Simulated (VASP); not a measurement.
Os: single point with PBE

Os:

```
Os
1.0
     2.73410    0.00000    0.00000
    -1.36705    2.40332    0.00000
     0.00000    0.00000    4.31970
Os
2
Direct
  0.33333 0.66667 0.25000
  0.66667 0.33333 0.75000
```

This cell differs from its parent crystal: strain +0.0150 x Voigt [0, 1, 0, 0, 0, 0].

```
Program             : VASP 6.6.1
Task                : single point
Functional          : PBE
Potentials or basis : VASP PAW PBE potentials, release 64 (Os)
Cutoff              : 520 eV
k mesh              : 18 × 18 × 12
Occupations         : gaussian, width 0.15 eV
Spin                : no spin polarisation
```

- Pressure: 2.5 GPa
- Largest force: 0.035 eV/Å
- Band gap on the k mesh: zero (bands 8 and 9 overlap by 3.89 eV)

Forces in eV/Å, atoms in the order of the input:
```
Os   0.000  0.035  0.000
Os   0.000 -0.035  0.000
```

Stress tensor (GPa, compression positive):
```
 5.10  0.00  0.00
 0.00 -2.74  0.00
 0.00  0.00  5.07
```

Levels at points of the mesh, in eV from the Fermi level:
| k point | band 5 | band 6 | band 7 | band 8 | band 9 | band 10 | band 11 | band 12 |
| --- | --- | --- | --- | --- | --- | --- | --- | --- |
| (0.00, 0.00, 0.00) | -2.67 | -2.31 | -2.02 | -1.65 | -1.57 | 0.10 | 1.59 | 1.69 |
| (0.50, 0.00, 0.00) | -2.88 | -2.47 | -1.75 | 1.93 | 2.50 | 2.66 | 4.33 | 5.62 |
| (0.00, 0.50, 0.00) | -2.98 | -2.51 | -1.91 | 1.87 | 2.45 | 2.72 | 4.21 | 5.46 |
| (0.00, 0.00, 0.50) | -3.36 | -3.36 | -3.09 | -3.09 | 0.82 | 0.82 | 0.92 | 0.92 |
| (0.50, 0.00, 0.50) | -1.27 | -1.27 | -0.14 | -0.14 | 2.27 | 2.27 | 3.26 | 3.26 |
| (0.00, 0.50, 0.50) | -1.13 | -1.13 | -0.24 | -0.24 | 2.23 | 2.23 | 3.18 | 3.18 |

Wall time 2.1 min on 1 thread of Intel(R) Xeon(R) Platinum 8488C (Sapphire Rapids), on a shared host, peak memory 0.34 GiB.

Caveat: the cell differs from its parent crystal (strain +0.0150 x Voigt [0, 1, 0, 0, 0, 0]); spin-orbit coupling is left out, which moves the levels of the heavy elements.
